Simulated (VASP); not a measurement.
# MnS (Fm-3m) in VASP: further runs

MnS is run at these levels: PBE; tasks: electric field gradients.

Everything below comes from runs of VASP 6.6.1. Logs are shortened: lines on timing, memory, paths and dates and some standing lists are left out, and cuts for length are marked.

## (1) The cell of the first run

The structure is cubic, space group Fm-3m (No. 225). The conventional cell has a = 5.119 Å, b = 5.119 Å, c = 5.119 Å, α = 90.00°, β = 90.00°, γ = 90.00°. Mn (site symmetry m-3m) has 6 S at 2.56 Å within 3.4 Å. S (site symmetry m-3m) has 6 Mn at 2.56 Å within 3.4 Å.

## (2) Electric field gradients, PBE, collinear spin, ferromagnetic start (16.76 Å³/atom)

The input, INCAR:

```
PREC = Accurate
ENCUT = 520
EDIFF = 1E-8
ISMEAR = -1
SIGMA = 0.03
LREAL = False
LASPH = True
NELM = 150
ALGO = Normal
ISIF = 2
LWAVE = False
LCHARG = False
ISPIN = 2
MAGMOM = 4 0
LORBIT = 11
LMAXMIX = 4
GGA = PE
LEFG = True
NBANDS = 20
```

The input, KPOINTS:

```
Automatic mesh
0
Gamma
  14 14 14
```

The input, POSCAR:

```
MnS
1.0
    0.0000000000      2.5593774420      2.5593774420
    2.5593774420      0.0000000000      2.5593774420
    2.5593774420      2.5593774420      0.0000000000
Mn S
1 1
Direct
    0.0000000000      0.0000000000      0.0000000000
    0.5000000000      0.5000000000      0.5000000000
```

Potentials or basis: VASP PAW PBE potentials, release 64 (Mn_pv, S).

The run is started by

```bash
$ cat potpaw_PBE.64/Mn_pv/POTCAR potpaw_PBE.64/S/POTCAR > POTCAR
$ mpirun -np 1 vasp_std > vasp.out
```

OUTCAR:

```text
PREC = Accurate
   ENCUT = 520
   EDIFF = 1E-8
   ISMEAR = -1
   LREAL = False
   LASPH = True
   NELM = 150
   ISIF = 2
   ISPIN = 2
   LORBIT = 11
   GGA = PE

 ion  position               nearest neighbor table
   1  0.000  0.000  0.000-   2 2.56   2 2.56   2 2.56   2 2.56   2 2.56   2 2.56
   2  0.500  0.500  0.500-   1 2.56   1 2.56   1 2.56   1 2.56   1 2.56   1 2.56

  LATTYP: Found a face centered cubic cell.
 ALAT       =     5.1187548840

  Lattice vectors:

 A1 = (   0.0000000000,   2.5593774420,   2.5593774420)
 A2 = (   2.5593774420,   0.0000000000,   2.5593774420)
 A3 = (   2.5593774420,   2.5593774420,   0.0000000000)

Analysis of symmetry for initial positions (statically):
=====================================================================
 Subroutine PRICEL returns:
 Original cell was already a primitive cell.

 Routine SETGRP: Setting up the symmetry group for a
 face centered cubic supercell.

 Subroutine GETGRP returns: Found 48 space group operations
 (whereof 48 operations were pure point group operations)
 out of a pool of 48 trial point group operations.

The static configuration has the point symmetry O_h .

Analysis of symmetry for dynamics (positions and initial velocities):
=====================================================================
 Subroutine PRICEL returns:
 Original cell was already a primitive cell.

 Routine SETGRP: Setting up the symmetry group for a
 face centered cubic supercell.

 Subroutine GETGRP returns: Found 48 space group operations
 (whereof 48 operations were pure point group operations)
 out of a pool of 48 trial point group operations.

The dynamic configuration has the point symmetry O_h .

Analysis of structural, dynamic, and magnetic symmetry:
=====================================================================
 Subroutine PRICEL returns:
 Original cell was already a primitive cell.

 Routine SETGRP: Setting up the symmetry group for a
 face centered cubic supercell.

 Subroutine GETGRP returns: Found 48 space group operations
 (whereof 48 operations were pure point group operations)
 out of a pool of 48 trial point group operations.

The overall configuration has the point symmetry O_h .

 Subroutine INISYM returns: Found 48 space group operations
 (whereof 48 operations are pure point group operations),
 and found     1 'primitive' translations

----------------------------------------------------------------------------------------

                                     Primitive cell

  volume of cell :      33.5300

  direct lattice vectors                    reciprocal lattice vectors
     0.000000000  2.559377442  2.559377442    -0.195360009  0.195360009  0.195360009
     2.559377442  0.000000000  2.559377442     0.195360009 -0.195360009  0.195360009
     2.559377442  2.559377442  0.000000000     0.195360009  0.195360009 -0.195360009

  length of vectors
     3.619506290  3.619506290  3.619506290     0.338373461  0.338373461  0.338373461

  position of ions in fractional coordinates (direct lattice)
     0.000000000  0.000000000  0.000000000
     0.500000000  0.500000000  0.500000000

  ion indices of the primitive-cell ions
   primitive index   ion index
                 1           1
                 2           2

----------------------------------------------------------------------------------------

 KPOINTS: Automatic mesh

Automatic generation of k-mesh.
 Grid dimensions read from file:
 generate k-points for:   14   14   14

 Generating k-lattice:

  Cartesian coordinates                     Fractional coordinates (reciprocal lattice)
    -0.013954286  0.013954286  0.013954286     0.071428571  0.000000000  0.000000000
     0.013954286 -0.013954286  0.013954286     0.000000000  0.071428571  0.000000000
     0.013954286  0.013954286 -0.013954286     0.000000000  0.000000000  0.071428571

  Length of vectors
     0.024169533  0.024169533  0.024169533

  Shift w.r.t. Gamma in fractional coordinates (k-lattice)
     0.000000000  0.000000000  0.000000000

 Subroutine IBZKPT returns following result:
 ===========================================

 Found    104 irreducible k-points:

 Following reciprocal coordinates:
            Coordinates               Weight
  0.000000  0.000000  0.000000      1.000000
  0.071429  0.000000  0.000000      8.000000
  0.142857  0.000000  0.000000      8.000000
  0.214286  0.000000  0.000000      8.000000
  0.285714  0.000000  0.000000      8.000000
  0.357143  0.000000  0.000000      8.000000
[... 16 lines left out ...]
  0.214286  0.142857  0.000000     24.000000
  0.285714  0.142857  0.000000     24.000000
 [... further k-points ...]
   k-points           NKPTS =    104   k-points in BZ     NKDIM =    104   number of bands    NBANDS=     20
   number of dos      NEDOS =    301   number of ions     NIONS =      2
   total plane-waves  NPLWV =  21952
   dimension x,y,z NGX =    28 NGY =   28 NGZ =   28
   dimension x,y,z NGXF=    56 NGYF=   56 NGZF=   56
   ions per type =               1   1
   NGX,Y,Z   is equivalent  to a cutoff of  12.86, 12.86, 12.86 a.u.
   NGXF,Y,Z  is equivalent  to a cutoff of  25.72, 25.72, 25.72 a.u.
 SYSTEM =  unknown system
   PREC   = accura    normal or accurate (medium, high low for compatibility)
   ISTART =      0    job   : 0-new  1-cont  2-samecut
   ICHARG =      2    charge: 1-file 2-atom 10-const
   ISPIN  =      2    spin polarized calculation?
   LNONCOLLINEAR =      F non collinear calculations
   LSORBIT =      F    spin-orbit coupling
   LASPH  =      T    aspherical Exc in radial PAW
   ENCUT  =  520.0 eV  38.22 Ry    6.18 a.u.   6.73  6.73  6.73*2*pi/ulx,y,z
   NELM   =    150;   NELMIN=  2; NELMDL= -5     # of ELM steps
   EDIFF  = 0.1E-07   stopping-criterion for ELM
   LREAL  =      F    real-space projection
   EDIFFG = 0.1E-06   stopping-criterion for IOM
   NSW    =      0    number of steps for IOM
   IBRION =     -1    ionic relax: 0-MD 1-quasi-New 2-CG
   NFREE  =      0    steps in history (QN), initial steepest desc. (CG)
   ISIF   =      2    stress and relaxation
   ISYM   =      2    0-nonsym 1-usesym 2-fastsym
   POTIM  = 0.5000    time-step for ionic-motion
   TEBEG  =    0.0;   TEEND  =   0.0 temperature during run
   PSTRESS=    0.0 pullay stress
   NELECT =      19.0000    total number of electrons
   NUPDOWN=      -1.0000    fix difference up-down
   EMIN   =  10.00;   EMAX   =-10.00  energy-range for DOS
   EFERMI =   0.00;   METHOD = LEGACY
   ISMEAR =    -1;   SIGMA  =   0.03  broadening in eV -4-tet -1-fermi 0-gaus
   EFERMI_NEDOS =   21; number of points for ismear=-14 and -15
   IALGO  =     38    algorithm
   IMIX   =      4    mixing-type and parameters
     AMIX     =   0.40;   BMIX     =  1.00
     AMIX_MAG =   1.60;   BMIX_MAG =  1.00
  volume/ion in A,a.u.               =      16.76       113.14
  Fermi-wavevector in a.u.,A,eV,Ry     =   1.354716  2.560043 24.970178  1.835256
  Thomas-Fermi vector in A             =   2.481865
   LORBIT       =     11    0 simple, 1 ext, 2 COOP (PROOUT), +10 PAW based schemes
   GGA     = PE    functional components
   LHFCALC =     F    Hartree Fock is set to
   AEXX    =    0.0000 exact exchange contribution
   IVDW    =     0    specifies the selected vdW correction
   LEPSILON=     F    determine dielectric tensor
   LRPA    =     F    only Hartree local field effects (RPA)
 spin polarized calculation
  energy-cutoff  :      520.00
  volume of cell :       33.53
 maximum number of plane-waves:       934
   NGX = 13   NGY = 13   NGZ = 13

 number of electron      19.0000005 magnetization       4.5249609

 Free energy of the ion-electron system (eV)
  ---------------------------------------------------
  ext. energy  EPLUGINS =         0.00000000
  ---------------------------------------------------
  free energy    TOTEN  =       -14.08696097 eV

  energy without entropy =      -14.08365729  energy(sigma->0) =      -14.08530913

 E-fermi :   7.2884     XC(G=0): -10.9099

 val. band max:        7.2829916101   @ k =  -0.2857   0.2857   0.0000
 cond. band min:       7.2929116756   @ k =   0.3571   0.2143   0.0714
 fundamental gap:      0.0099200654
 Fermi energy:         7.2883996555

 spin component 1

 k-point     1 :       0.0000    0.0000    0.0000
  band No.  band energies     occupation
      1     -43.3727      1.00000
      2     -43.3727      1.00000
      3     -43.3727      1.00000
      4      -7.7212      1.00000
      5       3.8583      1.00000
      6       3.8583      1.00000
[... 12 lines left out ...]
     19      19.2589      0.00000
     20      19.9175      0.00000

 k-point     2 :       0.0714    0.0000    0.0000
  band No.  band energies     occupation
      1     -43.3733      1.00000
      2     -43.3728      1.00000
      3     -43.3728      1.00000
      4      -7.6651      1.00000
      5       3.7216      1.00000
      6       3.7399      1.00000
[... 498 lines left out ...]
 k-point    24 :       0.2857    0.1429    0.0000
  band No.  band energies     occupation
      1     -43.3779      1.00000
      2     -43.3743      1.00000
      3     -43.3741      1.00000
      4      -6.9951      1.00000
      5       1.6856      1.00000
      6       2.8651      1.00000
[... 12 lines left out ...]
     19      20.6879      0.00000
     20      23.6586      0.00000

 [... further k-points ...]

 spin component 2

 k-point     1 :       0.0000    0.0000    0.0000
  band No.  band energies     occupation
      1     -38.9925      1.00000
      2     -38.9925      1.00000
      3     -38.9925      1.00000
      4      -7.4450      1.00000
      5       5.4813      1.00000
      6       5.4813      1.00000
[... 12 lines left out ...]
     19      20.2985      0.00000
     20      21.5707      0.00000

 k-point     2 :       0.0714    0.0000    0.0000
  band No.  band energies     occupation
      1     -38.9932      1.00000
      2     -38.9926      1.00000
      3     -38.9926      1.00000
      4      -7.3910      1.00000
      5       5.0476      1.00000
      6       5.2921      1.00000
[... 498 lines left out ...]
 k-point    24 :       0.2857    0.1429    0.0000
  band No.  band energies     occupation
      1     -38.9995      1.00000
      2     -38.9945      1.00000
      3     -38.9943      1.00000
      4      -6.7473      1.00000
      5       2.5161      1.00000
      6       4.1033      1.00000
[... 12 lines left out ...]
     19      21.6920      0.00000
     20      24.2586      0.00000

 [... further k-points ...]

------------------------ aborting loop because EDIFF is reached ----------------------------------------

  FORCE on cell =-STRESS in cart. coord.  units (eV):
  Direction    XX          YY          ZZ          XY          YZ          ZX
  --------------------------------------------------------------------------------------
  -------------------------------------------------------------------------------------
  Total       -0.1688684     -0.1688684     -0.1688684     -0.0000000     -0.0000000      0.0000000
  in kB       -8.0691168     -8.0691168     -8.0691168     -0.0000000     -0.0000000      0.0000000
  external PRESSURE =      -8.0691168 kB  Pullay stress =       0.0000000 kB

 VOLUME and BASIS-vectors are now :
 -----------------------------------------------------------------------------
  energy-cutoff  :      520.00
  volume of cell :       33.53
      direct lattice vectors                 reciprocal lattice vectors
     0.000000000  2.559377442  2.559377442    -0.195360009  0.195360009  0.195360009
     2.559377442  0.000000000  2.559377442     0.195360009 -0.195360009  0.195360009
     2.559377442  2.559377442  0.000000000     0.195360009  0.195360009 -0.195360009

 POSITION                                       TOTAL-FORCE (eV/Angst)
 -----------------------------------------------------------------------------------
      0.00000      0.00000      0.00000        -0.000000     -0.000000     -0.000000
      2.55938      2.55938      2.55938         0.000000      0.000000      0.000000
 -----------------------------------------------------------------------------------
    total drift:                               -0.000000      0.000000      0.000000

  FREE ENERGIE OF THE ION-ELECTRON SYSTEM (eV)
  ---------------------------------------------------
  free  energy   TOTEN  =       -14.0869609653 eV

  energy  without entropy=      -14.0836572863  energy(sigma->0) =      -14.08530913

 Electric field gradients (V/A^2)
---------------------------------------------------------------------
 ion       V_xx      V_yy      V_zz      V_xy      V_xz      V_yz
---------------------------------------------------------------------
   1       0.000     0.000     0.000     0.004     0.004     0.004
   2      -0.000    -0.000    -0.000    -0.000    -0.000    -0.000
---------------------------------------------------------------------

 Electric field gradients after diagonalization (V/A^2)
 (convention: |V_zz| > |V_xx| > |V_yy|)
----------------------------------------------------------------------
 ion       V_xx      V_yy      V_zz     asymmetry (V_yy - V_xx)/ V_zz
----------------------------------------------------------------------
   1      -0.004    -0.004     0.007       0.000
   2       0.000     0.000    -0.000       0.000
----------------------------------------------------------------------

           NMR quadrupolar parameters

 Cq : quadrupolar parameter    Cq=e*Q*V_zz/h
 eta: asymmetry parameters     (V_yy - V_xx)/ V_zz
 Q  : nuclear electric quadrupole moment in mb (millibarn)
----------------------------------------------------------------------
 ion       Cq(MHz)       eta       Q (mb)
----------------------------------------------------------------------
   1       0.000       0.000       1.000
   2      -0.000       0.000       1.000
----------------------------------------------------------------------

 total charge

# of ion       s       p       d       tot
------------------------------------------
    1        0.224   6.178   4.957  11.359
    2        1.328   2.407   0.000   3.735
--------------------------------------------------
tot          1.552   8.585   4.957  15.093

 magnetization (x)

# of ion       s       p       d       tot
------------------------------------------
    1        0.052   0.041   4.032   4.125
    2        0.027   0.060   0.000   0.087
--------------------------------------------------
tot          0.079   0.100   4.032   4.211
```

It took 68 s on 1 thread of Intel Xeon 6975P-C (Granite Rapids), shared host; peak memory 0.24 GiB.

Results:

| Item | Value |
| --- | --- |
| Free energy | -14.0870 eV |
| Pressure | -0.8 GPa |
| Net moment | 4.52 μB per cell |
| Site moments | Mn +4.12; S +0.09 μB |
| Largest electric field gradient by atom | under 0.05 V/Å² on every atom |
| Valence electrons inside the program's atomic spheres | Mn 11.36; S 3.73 |

Levels at points of the mesh, in eV from the Fermi level:
Spin up:
| k point | band 8 | band 9 | band 10 | band 11 | band 12 | band 13 | band 14 | band 15 | band 16 | band 17 |
| --- | --- | --- | --- | --- | --- | --- | --- | --- | --- | --- |
| (0.00, 0.00, 0.00) | -3.33 | -3.33 | -2.00 | -2.00 | -2.00 | 2.06 | 8.66 | 8.66 | 8.66 | 10.65 |
| (0.50, 0.00, 0.00) | -2.84 | -2.84 | -2.44 | 0.54 | 0.54 | 2.81 | 5.38 | 5.38 | 9.08 | 12.52 |
| (0.50, 0.50, 0.00) | -3.71 | -3.05 | -2.69 | -2.69 | -2.15 | 0.93 | 5.50 | 10.55 | 12.43 | 12.43 |
Spin down:
```tsv
k point	band 4	band 5	band 6	band 7	band 8	band 9	band 10	band 11
(0.00, 0.00, 0.00)	-14.73	-1.81	-1.81	-1.81	0.09	0.09	0.09	0.17
(0.50, 0.00, 0.00)	-13.33	-6.79	-3.65	-3.65	1.16	1.16	1.37	3.24
(0.50, 0.50, 0.00)	-13.16	-5.95	-3.42	-3.42	-1.11	0.63	1.42	1.42
```

Caveat: a cell with one magnetic atom can't hold antiferromagnetic order, which such compounds often take; semilocal functionals often make such compounds metallic where correlation or magnetic order opens a gap, which also shifts bond lengths. With open d or f shells a metallic result of PBE can be an artefact of self-interaction; +U or a hybrid may open a gap.

(Part 1 of 2 ends here.)
